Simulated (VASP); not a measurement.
Here is a VASP 6.6.1 calculation.

Contents of INCAR:

```
PREC = Accurate
ENCUT = 520
EDIFF = 1E-6
ISMEAR = -1
SIGMA = 0.05
LREAL = F
LASPH = T
NELM = 100
ALGO = Normal
ISIF = 2
LWAVE = F
LCHARG = F
NBANDS = 11
```

The input KPOINTS:

```
Automatic mesh
0
Gamma
  8 8 8
```

File POSCAR:

```
MgS
1.0
    0.0000000000      2.8141052454      2.8141052454
    2.8141052454      0.0000000000      2.8141052454
    2.8141052454      2.8141052454      0.0000000000
S Mg
1 1
Direct
    0.2500000000      0.2500000000      0.2500000000
    0.0000000000      0.0000000000      0.0000000000
```

Potentials or basis: VASP PAW LDA potentials, release 64 (S, Mg).

Run with:

```bash
$ cat potpaw_LDA.64/S/POTCAR potpaw_LDA.64/Mg/POTCAR > POTCAR
$ mpirun -np 1 vasp_std > vasp.out
```

(1) Predict the pressure.

(2) Estimate the band gap on the k mesh.

## Answers

(1) -1.4 GPa.

(2) 3.28 eV, direct.
